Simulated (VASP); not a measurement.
Input of a VASP 6.6.1 run:

Contents of INCAR:

```
PREC     = Accurate       # precision mode
ENCUT    = 520            # plane-wave cutoff, eV
EDIFF    = 1E-8           # SCF threshold, eV
ISMEAR   = 0              # smearing method
SIGMA    = 0.01           # smearing width, eV
LREAL    = F              # projectors in reciprocal space
LASPH    = T              # aspherical terms in the spheres
NELM     = 60             # most SCF steps
ALGO     = Normal         # electronic algorithm
ISIF     = 2              # what is computed and relaxed
LWAVE    = F              # write WAVECAR
LCHARG   = T              # write CHGCAR
GGA      = PS             # functional
IBRION   = 8              # ionic algorithm
NSW      = 1              # ionic steps
LEPSILON = T              # dielectric tensor by DFPT
```

KPOINTS

```
regular mesh
0
Gamma
  9 9 4
```

File POSCAR:

```
SnO
1.0
    3.2901885735      0.0000000000      0.0000000000
   -1.6450942868      2.8493868879      0.0000000000
    0.0000000000      0.0000000000      8.5160975896
Sn O
2 2
Direct
    0.3333333333      0.6666666667      0.0002559890
    0.6666666667      0.3333333333      0.5002559890
    0.3333333333      0.6666666667      0.3747440110
    0.6666666667      0.3333333333      0.8747440110
```

Potentials or basis: VASP PAW PBE potentials, release 64 (Sn_d, O).

Command:

```bash
$ cat potpaw_PBE.64/Sn_d/POTCAR potpaw_PBE.64/O/POTCAR > POTCAR
$ mpirun -np 1 vasp_std > vasp.out
```

Problem. What does it give for the electronic dielectric tensor (diagonal)?

Solution. 9.79, 9.79, 5.66.

Problem. Estimate the Born charges (mean of the diagonal).

Solution. Sn +2.38; O -2.38 e.

Problem. What does it give for the highest phonon frequency at Γ, LO-TO splitting left out?

Solution. 444 cm⁻¹.

Born effective charge tensors (e):
atom 1, Sn
```
2.88 0.00 0.00
0.00 2.88 0.00
0.00 0.00 1.38
```
atom 2, Sn
```
2.88 0.00 0.00
0.00 2.88 0.00
0.00 0.00 1.38
```
atom 3, O
```
-2.88  0.00  0.00
 0.00 -2.88  0.00
 0.00  0.00 -1.38
```
atom 4, O
```
-2.88  0.00  0.00
 0.00 -2.88  0.00
 0.00  0.00 -1.38
```

Caveat: some modes are imaginary; the structure was generated, so it needn't be the stable form of SnO.
